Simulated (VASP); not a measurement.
# BeSi3 (Pm-3m) in VASP: notebook, part 2 of 2

VASP 6.6.1. Earlier steps stand in the parts before.

## Step 3: Relaxation of cell and atoms, PBE

Input file INCAR:

```
  PREC = Accurate
  ENCUT = 600
  EDIFF = 1E-6
  ISMEAR = 0
  SIGMA = 0.1
  LREAL = False
  LASPH = True
  NELM = 60
  ALGO = Normal
  ISIF = 3
  LWAVE = False
  LCHARG = False
  GGA = PE
  IBRION = 2
  NSW = 100
  EDIFFG = -0.01
```

Input file KPOINTS:

```
Automatic mesh
0
Gamma
  12 12 12
```

Input file POSCAR:

```
BeSi3
1.0
    3.7101269569      0.0000000000      0.0000000000
    0.0000000000      3.7101269569      0.0000000000
    0.0000000000      0.0000000000      3.7101269569
Be Si
1 3
Direct
    0.0000000000      0.0000000000      0.0000000000
    0.0000000000      0.5000000000      0.5000000000
    0.5000000000      0.0000000000      0.5000000000
    0.5000000000      0.5000000000      0.0000000000
```

Potentials or basis: VASP PAW PBE potentials, release 64 (Be, Si).

The run is started by

```
$ cat potpaw_PBE.64/Be/POTCAR potpaw_PBE.64/Si/POTCAR > POTCAR
$ mpirun -np 1 vasp_std > vasp.out
```

OUTCAR:

```text
PREC = Accurate
   ENCUT = 600
   EDIFF = 1E-6
   ISMEAR = 0
   LREAL = False
   LASPH = True
   NELM = 60
   ISIF = 3
   GGA = PE
   IBRION = 2
   NSW = 100
   EDIFFG = -0.01

 ion  position               nearest neighbor table
   1  0.000  0.000  0.000-   2 2.62   3 2.62   4 2.62   2 2.62   3 2.62   2 2.62   4 2.62   2 2.62
                             3 2.62   4 2.62   3 2.62   4 2.62
   2  0.000  0.500  0.500-   1 2.62   3 2.62   4 2.62   1 2.62   4 2.62   1 2.62   3 2.62   1 2.62
                             3 2.62   4 2.62   4 2.62   3 2.62
   3  0.500  0.000  0.500-   1 2.62   2 2.62   4 2.62   1 2.62   4 2.62   2 2.62   4 2.62   4 2.62
                             1 2.62   2 2.62   1 2.62   2 2.62
   4  0.500  0.500  0.000-   1 2.62   2 2.62   3 2.62   2 2.62   3 2.62   1 2.62   3 2.62   3 2.62
                             1 2.62   2 2.62   2 2.62   1 2.62

  LATTYP: Found a simple cubic cell.
 ALAT       =     3.7101269569

  Lattice vectors:

 A1 = (   3.7101269569,   0.0000000000,   0.0000000000)
 A2 = (   0.0000000000,   3.7101269569,   0.0000000000)
 A3 = (   0.0000000000,   0.0000000000,   3.7101269569)

Analysis of symmetry for initial positions (statically):
=====================================================================
 Subroutine PRICEL returns:
 Original cell was already a primitive cell.

 Routine SETGRP: Setting up the symmetry group for a
 simple cubic supercell.

 Subroutine GETGRP returns: Found 48 space group operations
 (whereof 48 operations were pure point group operations)
 out of a pool of 48 trial point group operations.

The static configuration has the point symmetry O_h .

Analysis of symmetry for dynamics (positions and initial velocities):
=====================================================================
 Subroutine PRICEL returns:
 Original cell was already a primitive cell.

 Routine SETGRP: Setting up the symmetry group for a
 simple cubic supercell.

 Subroutine GETGRP returns: Found 48 space group operations
 (whereof 48 operations were pure point group operations)
 out of a pool of 48 trial point group operations.

[... 186 lines left out ...]
  free  energy   TOTEN  =       -18.0549401995 eV

  energy  without entropy=      -18.0446728231  energy(sigma->0) =      -18.04980651

--------------------------------------- Ionic step        2  -------------------------------------------

 number of electron      14.0000001 magnetization

 Free energy of the ion-electron system (eV)
  ---------------------------------------------------
  ext. energy  EPLUGINS =         0.00000000
  ---------------------------------------------------
  free energy    TOTEN  =       -18.05496941 eV

  energy without entropy =      -18.04471291  energy(sigma->0) =      -18.04984116

 E-fermi :   9.8560     XC(G=0): -11.1039

 val. band max:        9.8476385429   @ k =   0.2500   0.1667   0.0833
 cond. band min:       9.8569621355   @ k =   0.2500   0.0833   0.0833
 fundamental gap:      0.0093235926
 Fermi energy:         9.8559902275

 k-point     1 :       0.0000    0.0000    0.0000
  band No.  band energies     occupation
      1      -4.5263      2.00000
      2       4.8692      2.00000
      3       4.8692      2.00000
      4       4.8692      2.00000
      5       6.0907      2.00000
      6       6.0907      2.00000
      7       8.2251      2.00000
      8      14.0446      0.00000
      9      14.0446      0.00000
     10      14.0446      0.00000
     11      14.5324      0.00000
[... 309 lines left out ...]
 k-point    24 :       0.4167    0.3333    0.0000
  band No.  band energies     occupation
      1      -1.8001      2.00000
      2       0.1843      2.00000
      3       1.7844      2.00000
      4       3.9649      2.00000
      5       7.5934      2.00000
      6       9.2435      2.00000
      7       9.4475      2.00000
      8      10.9853      0.00000
      9      11.1491      0.00000
     10      12.6257      0.00000
     11      12.9109      0.00000

 [... further k-points ...]
[... 5 lines left out ...]
  --------------------------------------------------------------------------------------
  -------------------------------------------------------------------------------------
  Total       -0.0021578     -0.0021578     -0.0021578      0.0000000     -0.0000000      0.0000000
  in kB       -0.0675905     -0.0675905     -0.0675905      0.0000000     -0.0000000      0.0000000
  external PRESSURE =      -0.0675905 kB  Pullay stress =       0.0000000 kB

 VOLUME and BASIS-vectors are now :
 -----------------------------------------------------------------------------
  energy-cutoff  :      600.00
  volume of cell :       51.15
      direct lattice vectors                 reciprocal lattice vectors
     3.712041700 -0.000000000 -0.000000000     0.269393525  0.000000000 -0.000000000
    -0.000000000  3.712041700 -0.000000000     0.000000000  0.269393525 -0.000000000
     0.000000000  0.000000000  3.712041700     0.000000000  0.000000000  0.269393525

 POSITION                                       TOTAL-FORCE (eV/Angst)
 -----------------------------------------------------------------------------------
      0.00000      0.00000      0.00000         0.000000      0.000000      0.000000
      0.00000      1.85602      1.85602        -0.000000      0.000000      0.000000
      1.85602      0.00000      1.85602        -0.000000      0.000000      0.000000
      1.85602      1.85602     -0.00000         0.000000     -0.000000      0.000000
 -----------------------------------------------------------------------------------
    total drift:                               -0.000000      0.000000     -0.000000

  FREE ENERGIE OF THE ION-ELECTRON SYSTEM (eV)
  ---------------------------------------------------
  free  energy   TOTEN  =       -18.0549694111 eV

  energy  without entropy=      -18.0447129128  energy(sigma->0) =      -18.04984116

 reached required accuracy - stopping structural energy minimisation
```

OSZICAR:

```text
N       E                     dE             d eps       ncg     rms          rms(c)
DAV:   1     0.262416381013E+02    0.26242E+02   -0.66470E+03  1848   0.123E+03
DAV:   2    -0.160345273474E+02   -0.42276E+02   -0.39549E+02  2345   0.155E+02
DAV:   3    -0.181030655146E+02   -0.20685E+01   -0.19540E+01  2609   0.319E+01
DAV:   4    -0.181384005920E+02   -0.35335E-01   -0.34977E-01  2374   0.392E+00
DAV:   5    -0.181391318669E+02   -0.73127E-03   -0.73011E-03  2473   0.502E-01    0.539E+00
DAV:   6    -0.180825772477E+02    0.56555E-01   -0.32805E-02  2236   0.100E+00    0.299E+00
DAV:   7    -0.180557968653E+02    0.26780E-01   -0.27643E-02  2333   0.991E-01    0.210E-01
DAV:   8    -0.180549980573E+02    0.79881E-03   -0.16991E-03  2236   0.260E-01    0.107E-01
DAV:   9    -0.180549426696E+02    0.55388E-04   -0.12357E-04  2350   0.860E-02    0.186E-02
DAV:  10    -0.180549407760E+02    0.18936E-05   -0.43916E-06  2312   0.175E-02    0.960E-03
DAV:  11    -0.180549401995E+02    0.57652E-06   -0.93301E-07  1440   0.673E-03
   1 F= -.18054940E+02 E0= -.18049807E+02  d E =-.180549E+02
       N       E                     dE             d eps       ncg     rms          rms(c)
DAV:   1    -0.180549913342E+02   -0.50558E-04   -0.69982E-04  2070   0.168E-01    0.281E-02
DAV:   2    -0.180549756295E+02    0.15705E-04   -0.25769E-05  2293   0.386E-02    0.162E-02
DAV:   3    -0.180549702548E+02    0.53746E-05   -0.10732E-05  2180   0.190E-02    0.293E-03
DAV:   4    -0.180549694111E+02    0.84376E-06   -0.62724E-07  1221   0.529E-03
   2 F= -.18054969E+02 E0= -.18049841E+02  d E =-.292116E-04
```

CONTCAR:

```text
BeSi3
   1.00000000000000
     3.7120416996936303   -0.0000000000000000   -0.0000000000000000
    -0.0000000000000000    3.7120416996936303   -0.0000000000000000
     0.0000000000000000    0.0000000000000000    3.7120416996936303
  Be              Si
     1     3
Direct
     0.0000000000000000    0.0000000000000000    0.0000000000000000
     0.0000000000000000    0.5000000000000000    0.5000000000000000
     0.5000000000000000    0.0000000000000000    0.5000000000000000
     0.5000000000000000    0.5000000000000000    0.0000000000000000

  0.00000000E+00  0.00000000E+00  0.00000000E+00
  0.00000000E+00  0.00000000E+00  0.00000000E+00
  0.00000000E+00  0.00000000E+00  0.00000000E+00
  0.00000000E+00  0.00000000E+00  0.00000000E+00
```

Wall time 54 s (1 thread of Intel Xeon 8259CL, shared host); peak memory 0.2 GiB.

Results:

```yaml
Free_energy: -18.0550 eV
Relaxed_volume: 12.79 Å³/atom
Relaxed_cell: a = 3.712 Å, b = 3.712 Å, c = 3.712 Å, α = 90.00°, β = 90.00°, γ = 90.00°
Space_group_after_relaxing_to_0.05_Å: Pm-3m (No. 221)
Energy_gained_by_relaxing: 0.0 meV/atom
Ionic_steps: 2
Pressure_after_relaxing: 0.0 GPa
Band_gap_on_the_k_mesh: zero (band 7 reaches 11.34 eV, above the bottom of band 8 at 6.70 eV)
```

Final structure:
```
Be Si
1.0
     3.71204    0.00000    0.00000
     0.00000    3.71204    0.00000
     0.00000    0.00000    3.71204
Be Si
1 3
Cartesian
  0.0000 0.0000 0.0000
  0.0000 1.8560 1.8560
  1.8560 0.0000 1.8560
  1.8560 1.8560 0.0000
```
